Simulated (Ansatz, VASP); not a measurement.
**Two plane-wave programs on Si**

Contents of INCAR:

```
PREC = Accurate
ENCUT = 520
EDIFF = 1E-6
ISMEAR = 0
SIGMA = 0.05
LREAL = F
LASPH = T
NELM = 150
ALGO = Normal
ISIF = 2
LWAVE = F
LCHARG = T
ISPIN = 2
MAGMOM = 1 1 0 0 0 0 0 0 0 0 1 1
LORBIT = 11
LDIPOL = T
IDIPOL = 3
DIPOL = 0.5 0.5 0.500
GGA = PE
LELF = T
LVHAR = T
LVACPOTAV = T
NBANDS = 40
```

The input KPOINTS:

```
regular mesh
0
Gamma
  7 5 1
```

POSCAR

```
Si
1.0
    3.8677060711      0.0000000000      0.0000000000
    0.0000000000      5.4697623810      0.0000000000
    0.0000000000      0.0000000000     24.6692651777
Si
12
Direct
    0.5000000000      0.0000000000      0.3040220268
    0.0000000000      0.2500000000      0.3040220268
    0.0000000000      0.5000000000      0.3824132161
    0.5000000000      0.7500000000      0.3824132161
    0.5000000000      0.0000000000      0.4608044054
    0.0000000000      0.2500000000      0.4608044054
    0.0000000000      0.5000000000      0.5391955946
    0.5000000000      0.7500000000      0.5391955946
    0.5000000000      0.0000000000      0.6175867839
    0.0000000000      0.2500000000      0.6175867839
    0.0000000000      0.5000000000      0.6959779732
    0.5000000000      0.7500000000      0.6959779732
```

Input for Ansatz:

```yaml
crystal:
  lattice:
    - [3.8677060711, 0.0, 0.0]
    - [0.0, 5.469762381, 0.0]
    - [0.0, 0.0, 24.6692651777]
  atoms:
    - { symbol: Si, position: [0.5, 0.0, 0.3040220268], spin: 1.0 }
    - { symbol: Si, position: [0.0, 0.25, 0.3040220268], spin: 1.0 }
    - { symbol: Si, position: [0.0, 0.5, 0.3824132161] }
    - { symbol: Si, position: [0.5, 0.75, 0.3824132161] }
    - { symbol: Si, position: [0.5, 0.0, 0.4608044054] }
    - { symbol: Si, position: [0.0, 0.25, 0.4608044054] }
    - { symbol: Si, position: [0.0, 0.5, 0.5391955946] }
    - { symbol: Si, position: [0.5, 0.75, 0.5391955946] }
    - { symbol: Si, position: [0.5, 0.0, 0.6175867839] }
    - { symbol: Si, position: [0.0, 0.25, 0.6175867839] }
    - { symbol: Si, position: [0.0, 0.5, 0.6959779732], spin: 1.0 }
    - { symbol: Si, position: [0.5, 0.75, 0.6959779732], spin: 1.0 }
basis:
  ecutwfc: 420
kpoints:
  mp_grid: { grid: [7, 5, 1] }
hamiltonian:
  xc: pbe
scf:
  occupations: { method: gaussian, width: 0.05 }
output:
  forces: true
  stress: true
  eigenvalues: true
  populations: true
  write_density: true
  write_potential: true
  elf: true
  volumetric_format: npy
magnetization:
  spin_polarized: true
efield:
  axis: 3
  dipole_correction: true
  ramp_width: 0.04
```

Alike in both runs: task single point; functional PBE; k mesh 7 × 5 × 1; occupations gaussian, width 0.05 eV; collinear spin.

```csv
,VASP,Ansatz
version,VASP 6.6.1,Ansatz 0.2.0
potentials or method,"VASP PAW PBE potentials, release 64 (Si), cutoff 520 eV","scalar-relativistic, plane waves, PAW"
valence electrons in the cell,48,48
```

|  | VASP | Ansatz | Ansatz less VASP |
| --- | --- | --- | --- |
| gap on the k mesh at the Fermi level (eV) | none | none | - |
| rms of the force components (eV/Å) | 0.226 | 0.225 | -0.0005 |
| net moment per atom (μB) | 0.23 | 0.23 | -0.002 |
| size of the moment on the site where the two differ most (μB) | 0.18 | 0.19 | +0.009 |
| work function, face that differs most (eV) | 4.79 | 4.80 | +0.005 |

Site moments also hang on the region over which each program counts them. Atom by atom the forces differ by 0.001 eV/Å (rms over components). A gap of «none» marks a metal or a gap that the smearing closes. Ansatz's warnings: xc potential rough in thin density.
